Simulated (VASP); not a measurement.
Runs of VASP 6.6.1 on Si2Mo. The structure is that of space group I4/mmm (No. 139), or close to it. The cells are those of the table. 

```tsv
task	cell	gap on the mesh (eV)	pressure (GPa)	largest force (eV/Å)
single point	a = 4.474 Å, angles 138.7, 138.7, 59.9°, 3 atoms	none	12.1	0.21
electric field gradients	a = 4.547, b = 4.547, c = 4.579 Å, angles 138.9, 138.9, 60.3°, 3 atoms	none	(b)	0.28
electric field gradients	a = 4.519, b = 4.519, c = 4.469 Å, angles 138.3, 138.3, 59.1°, 3 atoms	none	3.0	0.26
electric field gradients	a = 4.595 Å, angles 138.7, 138.7, 59.9°, 3 atoms	none	-5.5	0.34
electric field gradients	a = 4.624 Å, angles 138.7, 138.7, 59.9°, 3 atoms	none	-8.8	0.37
single point	a = 4.524 Å, angles 139.0, 139.0, 59.4°, 3 atoms	none	(a)	0.24
```

Alike in all rows: level PBE; potentials or basis VASP PAW PBE potentials, release 64 (Si, Mo_sv); no spin polarisation; k mesh 12 × 12 × 16; cutoff (eV) 520; smearing fermi-dirac 0.03 eV.

Task: Estimate the missing entries.

Result: (a) 6.8; (b) 2.7.

Caveats: the cell stands under pressure (at least some runs); the cell stands under tension (at least some runs).

A k mesh can miss the band edges, and the runs leave out spin-orbit coupling on Mo.

A gap of «none» marks levels without a gap at the run's occupations.
